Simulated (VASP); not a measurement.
A run of VASP 6.6.1 is set up as follows.

File INCAR:

```
SYSTEM = Na3PrP2
PREC = Accurate
ENCUT = 500
EDIFF = 1E-6
ISMEAR = 0
SIGMA = 0.2
LREAL = .False.
LASPH = .True.
NELM = 200
ALGO = Normal
ISIF = 2
LWAVE = .False.
LCHARG = .False.
GGA = PE
NBANDS = 54
GGA_COMPAT = .False.
LMAXMIX = 6
```

File KPOINTS:

```
Automatic mesh
0
Gamma
  4 4 4
  0 0 0
```

Contents of POSCAR:

```
Na3PrP2
1.0
   -2.6746559050      4.6326399203      0.0000000000
    0.0000000000      0.0000000000      6.1710304630
    8.0239677151      4.6326399202      0.0000000000
Na Pr P
6 2 4
Direct
    0.5000000000      0.0000000000      0.1666666667
    1.0000000000      0.0000000000      0.6666666667
    1.0000000000      0.0000000000      0.3333333333
    0.5000000000      0.0000000000      0.8333333333
    0.5000000000      0.0000000000      0.5000000000
    0.0000000000      0.0000000000      0.0000000000
    1.0000000000      0.5000000000      0.0000000000
    0.5000000000      0.5000000000      0.5000000000
    0.5000000000      0.5000000000      0.1666666667
    1.0000000000      0.5000000000      0.6666666667
    1.0000000000      0.5000000000      0.3333333333
    0.5000000000      0.5000000000      0.8333333333
```

Potentials or basis: VASP PAW PBE potentials, release 64 (Na_pv, Pr_3, P), 4f in core.

The run is started by

```sh
$ cat potpaw_PBE.64/Na_pv/POTCAR potpaw_PBE.64/Pr_3/POTCAR potpaw_PBE.64/P/POTCAR > POTCAR
$ mpirun -np 1 vasp_std > vasp.out
```

(1) Estimate the band gap on the k mesh.

(2) What does it give for the largest force?

(3) What does it give for the pressure?

Answers

(1) zero (bands 42 and 43 overlap by 0.71 eV).

(2) 0.057 eV/Å.

(3) 0.0 GPa.

Caveat: spin-orbit coupling is left out, which moves the levels of the heavy elements; the 4f electrons are frozen in the core, so they carry no moment and show no levels.
